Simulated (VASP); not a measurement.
Here is a VASP 6.6.1 calculation.

The input INCAR:

```
  PREC = Accurate
  ENCUT = 520
  EDIFF = 1E-6
  ISMEAR = -1
  SIGMA = 0.08
  LREAL = False
  LASPH = True
  NELM = 100
  ALGO = Normal
  ISIF = 2
  LWAVE = False
  LCHARG = False
  GGA = PS
  NBANDS = 13
```

File KPOINTS:

```
Automatic mesh
0
Gamma
  13 13 13
```

The input POSCAR:

```
Pb
1.0
   -1.9395907887      1.9395907887      1.9395907887
    1.9395907887     -1.9395907887      1.9395907887
    1.9395907887      1.9395907887     -1.9395907887
Pb
1
Direct
    0.0000000000      0.0000000000      0.0000000000
```

Potentials or basis: VASP PAW PBE potentials, release 64 (Pb_d).

Command:

```console
$ cat potpaw_PBE.64/Pb_d/POTCAR > POTCAR
$ mpirun -np 1 vasp_std > vasp.out
```

Question: Predict the pressure.

Answer: 1.1 GPa.

Question: Estimate the band gap on the k mesh.

Answer: Zero (band 7 reaches 15.52 eV, above the bottom of band 8 at 5.49 eV).

Caveat: the PAW data sets were made with another functional, which shifts forces and pressure a little; spin-orbit coupling is left out, which moves the levels of the heavy elements.
